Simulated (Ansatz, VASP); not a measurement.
# One calculation of Cs2NbAuF6, two programs

File INCAR:

```
SYSTEM = Cs2NbAuF6
ALGO = Normal
EDIFF = 1E-7
ENCUT = 520
GGA = PE
ISIF = 2
ISMEAR = 0
LASPH = .TRUE.
LCHARG = .FALSE.
LREAL = .FALSE.
LWAVE = .FALSE.
NBANDS = 53
NELM = 100
PREC = Accurate
SIGMA = 0.05
```

The input KPOINTS:

```
k-points
0
G
  6 6 6
  0 0 0
```

File POSCAR:

```
Cs2NbAuF6
1.0
    0.0000000000      4.8852008432      4.8852008432
    4.8852008432      0.0000000000      4.8852008432
    4.8852008432      4.8852008432      0.0000000000
Cs Nb Au F
2 1 1 6
Direct
    0.7500000000      0.7500000000      0.7500000000
    0.2500000000      0.2500000000      0.2500000000
    0.0000000000      0.0000000000      0.0000000000
    0.5000000000      0.5000000000      0.5000000000
    0.8111859429      0.1888140571      0.1888140571
    0.1888140571      0.1888140571      0.8111859429
    0.1888140571      0.8111859429      0.8111859429
    0.1888140571      0.8111859429      0.1888140571
    0.8111859429      0.1888140571      0.8111859429
    0.8111859429      0.8111859429      0.1888140571
```

Input for Ansatz:

```yaml
crystal:
  lattice:
    - [0.0, 4.8852008432, 4.8852008432]
    - [4.8852008432, 0.0, 4.8852008432]
    - [4.8852008432, 4.8852008432, 0.0]
  atoms:
    - { symbol: Cs, position: [0.75, 0.75, 0.75] }
    - { symbol: Cs, position: [0.25, 0.25, 0.25] }
    - { symbol: Nb, position: [0.0, 0.0, 0.0] }
    - { symbol: Au, position: [0.5, 0.5, 0.5] }
    - { symbol: F, position: [0.8111859429, 0.1888140571, 0.1888140571] }
    - { symbol: F, position: [0.1888140571, 0.1888140571, 0.8111859429] }
    - { symbol: F, position: [0.1888140571, 0.8111859429, 0.8111859429] }
    - { symbol: F, position: [0.1888140571, 0.8111859429, 0.1888140571] }
    - { symbol: F, position: [0.8111859429, 0.1888140571, 0.8111859429] }
    - { symbol: F, position: [0.8111859429, 0.8111859429, 0.1888140571] }
basis:
  ecutwfc: 420
kpoints:
  mp_grid: { grid: [6, 6, 6] }
hamiltonian:
  xc: pbe
scf:
  occupations: { method: gaussian, width: 0.05 }
output:
  forces: true
  stress: true
  eigenvalues: true
  populations: true
```

Alike in both runs: task single point; functional PBE; k mesh 6 × 6 × 6; occupations gaussian, width 0.05 eV; no spin polarisation.

|  | VASP | Ansatz |
| --- | --- | --- |
| version | VASP 6.6.1 | Ansatz 0.2.0 |
| potentials or method | VASP PAW PBE potentials, release 64 (Cs_sv, Nb_sv, Au, F), cutoff 520 eV | scalar-relativistic, plane waves, PAW |
| valence electrons in the cell | 84 | 92 |

Ansatz gave:

| Quantity | Value |
| --- | --- |
| gap on the k mesh at the Fermi level (eV) | 1.00 |
| least direct gap on the mesh (eV) | 1.00 |
| pressure (GPa) | 8.0 |
| rms of the force components (eV/Å) | 0.993 |

Problem. Estimate VASP's values.

Solution. gap on the k mesh at the Fermi level (eV): 0.94; least direct gap on the mesh (eV): 0.94; pressure (GPa): 8.0; rms of the force components (eV/Å): 1.024.

Atom by atom the forces differ by 0.032 eV/Å (rms over components). VASP's potentials hold 84 valence electrons a cell and Ansatz's 92, so a difference there can come from the potentials and not from the codes.

Spin-orbit coupling is off throughout.
